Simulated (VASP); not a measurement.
MnO2:

```
Mn O
1.0
     1.40913    0.81356    4.52198
    -1.40913    0.81356    4.52198
     0.00000   -1.62712    4.52198
Mn O
1 2
Direct
  0.00000 0.00000 0.00000
  0.73564 0.73564 0.73564
  0.26436 0.26436 0.26436
```

This cell differs from its parent crystal: volume scaled by 0.96.

Base run:

```yaml
Program: VASP 6.6.1
Functional: LDA
Potentials_or_basis: VASP PAW LDA potentials, release 64 (Mn_pv, O)
Cutoff: 520 eV
k_mesh: 11 × 11 × 11
Occupations: fermi-dirac, width 0.05 eV
Spin: collinear spin, ferromagnetic start
Starting_moments: "[4.0, 0.0, 0.0] μB"
```

Its results: band gap on the k mesh 0.19 eV, indirect (least direct gap 0.23 eV); pressure 0.8 GPa; net moment 2.99 μB per cell; site moments Mn +2.75; O +0.08 μB; largest force 0.157 eV/Å.

Q: The run is repeated on the same cell with these changes: functional from LDA to r2SCAN; potentials or basis from VASP PAW LDA potentials, release 64 (Mn_pv, O) to VASP PAW PBE potentials, release 64 (Mn_pv, O). What comes out?

A: Band gap on the k mesh 1.77 eV, indirect (least direct gap 1.86 eV); pressure 9.9 GPa; net moment 3.00 μB per cell; site moments Mn +2.89; O +0.03 μB; largest force 0.652 eV/Å.

Caveats: a cell with one magnetic atom can't hold antiferromagnetic order, which such compounds often take; the PAW data sets were made with another functional, which shifts forces and pressure a little (some runs).

A k mesh can miss the band edges.
